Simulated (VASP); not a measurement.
Li: single point with RPBE

Li:

```
CELL_PARAMETERS angstrom
0.00000 2.19117 2.19117
2.19117 0.00000 2.19117
2.19117 2.19117 0.00000
ATOMIC_POSITIONS crystal
Li 0.00000 0.00000 0.00000
```

This isn't the form of Li at room conditions, which is bcc.

```yaml
Program: VASP 6.6.1
Task: single point
Functional: RPBE
Potentials_or_basis: VASP PAW PBE potentials, release 64 (Li_sv)
Cutoff: 520 eV
k_mesh: 20 × 20 × 20
Occupations: fermi-dirac, width 0.1 eV
Spin: no spin polarisation
```

| Property | Result |
| --- | --- |
| Band gap on the k mesh | zero (an odd number of electrons rules out a gap without spin polarisation) |

Levels at points of the mesh, in eV from the Fermi level:
```tsv
k point	band 1	band 2	band 3	band 4	band 5
(0.00, 0.00, 0.00)	-46.79	-3.52	14.19	14.19	14.19
(0.50, 0.00, 0.00)	-46.77	0.00	2.81	12.48	12.48
(0.50, 0.50, 0.00)	-46.77	1.52	4.56	8.31	8.31
```

Wall time 15 s on 1 thread of Intel(R) Xeon(R) Platinum 8488C (Sapphire Rapids), on a shared host, peak memory 0.15 GiB.
